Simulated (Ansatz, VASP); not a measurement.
One calculation of KMgPd3, two programs

```
K Mg Pd
1.0
     4.41021    0.00000    0.00000
     0.00000    4.41021    0.00000
     0.00000    0.00000    5.62136
K Mg Pd
1 1 3
Direct
  0.00000 0.00000 0.98431
  0.50000 0.50000 0.70704
  0.00000 0.50000 0.45037
  0.50000 0.50000 0.17581
  0.50000 0.00000 0.45037
```

Change from the starting cell: species swapped into the NdBPt3 type (P4mm, No. 99).

Alike in both runs: task relaxation of cell and atoms; functional PBE; k mesh 8 × 8 × 8; occupations gaussian, width 0.1 eV; no spin polarisation.

|  | VASP | Ansatz |
| --- | --- | --- |
| version | VASP 6.6.1 | Ansatz 0.2.0 |
| potentials or method | VASP PAW PBE potentials, release 64 (K_sv, Mg, Pd), cutoff 600 eV | scalar-relativistic, plane waves, PAW |
| valence electrons in the cell | 41 | 73 |

|  | VASP | Ansatz | Ansatz less VASP |
| --- | --- | --- | --- |
| gap on the k mesh at the Fermi level, each at its own relaxed structure (eV) | none | none | - |
| relaxed volume (Å³/atom) | 21.92 | 21.87 | -0.052 |
| relaxed length of the cell vector where the two differ most in proportion (Å) | 4.432 | 4.425 | -0.0067 |

A gap of «none» marks a metal or a gap that the smearing closes. VASP's potentials hold 41 valence electrons a cell and Ansatz's 73, so a difference there can come from the potentials and not from the codes.
